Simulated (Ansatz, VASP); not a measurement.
**CaS in VASP and in Ansatz**

```
Ca S
1.0
     0.00000    2.57998    2.57998
     2.57998    0.00000    2.57998
     2.57998    2.57998    0.00000
Ca S
1 1
Direct
  0.00000 0.00000 0.00000
  0.50000 0.50000 0.50000
```

Alike in both runs: task single point; functional PBE; k mesh 2 × 2 × 2; no spin polarisation.

|  | VASP | Ansatz |
| --- | --- | --- |
| version | VASP 6.6.1 | Ansatz 0.2.0 |
| potentials or method | VASP PAW PBE potentials, release 64 (Ca_sv, S), cutoff 500 eV | scalar-relativistic, plane waves, PAW |
| occupations | gaussian, width 0.01 eV | fixed |
| valence electrons in the cell | 16 | 16 |

|  | VASP | Ansatz | Ansatz less VASP |
| --- | --- | --- | --- |
| gap on the k mesh at the Fermi level (eV) | 1.05 | 1.07 | +0.020 |
| least direct gap on the mesh (eV) | 2.08 | 2.10 | +0.018 |

Ansatz's warnings: force scf threshold loose, stress scf threshold loose.

The k mesh is coarse, so the values compare programs but aren't converged.
